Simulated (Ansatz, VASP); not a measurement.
In in VASP and in Ansatz

```xyz
2
Lattice="0.0000 2.7619 2.7619 2.7619 0.0000 2.7619 2.7619 2.7619 0.0000" Properties=species:S:1:pos:R:3 pbc="T T T"
In   -0.6905   -0.6905   -0.6905
In    0.6905    0.6905    0.6905
```

Change from the starting cell: volume scaled by 0.55, norm-conserving files.

Alike in both runs: task single point; functional PBE; k mesh 11 × 11 × 11; occupations fermi-dirac, width 0.1 eV; no spin polarisation.

|  | VASP | Ansatz |
| --- | --- | --- |
| version | VASP 6.6.1 | Ansatz 0.2.0 |
| potentials or method | VASP PAW PBE potentials, release 64 (In_d) | norm-conserving pseudopotentials, scalar-relativistic |
| plane-wave cutoff (eV) | 520 | 952 |
| valence electrons in the cell | 26 | 26 |

|  | VASP | Ansatz | Ansatz less VASP |
| --- | --- | --- | --- |
| pressure (GPa) | 59.5 | 59.6 | +0.19 |

Both programs put the cell under a high pressure, so it lies far from rest at this level.
